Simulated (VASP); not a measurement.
Cs, 1 atom in the cell. It takes space group Pm-3m (No. 221, cubic). Conventional cell: a = 3.728 Å, b = 3.728 Å, c = 3.728 Å, α = 90.00°, β = 90.00°, γ = 90.00°. Cs (site symmetry m-3m) has 6 Cs at 3.73 Å within 4.9 Å.  This cell differs from its parent crystal: volume scaled by 0.5.

```yaml
Program: VASP 6.6.1
Task: single point
Functional: LDA
Potentials_or_basis: VASP PAW LDA potentials, release 64 (Cs_sv)
Cutoff: 520 eV
k_mesh: 8 × 8 × 8
Occupations: fermi-dirac, width 0.1 eV
Spin: no spin polarisation
Dipole_correction: no
Further_INCAR_settings: ALGO = Normal; EDIFF = 1e-07; NBANDS = 10
```

Potentials or basis: VASP PAW LDA potentials, release 64 (Cs_sv).

The run is started by

```bash
$ cat potpaw_LDA.64/Cs_sv/POTCAR > POTCAR
$ mpirun -np 1 vasp_std > vasp.out
```

Hardware: 1 thread of Intel Xeon 6975P-C (shared host).

Task: How long does it take, and how much memory?

Result: Run time: 7.6 s on 1 thread of Intel Xeon 6975P-C (shared host), peak memory 0.14 GiB. Counts: scf iterations 11, k points 35.
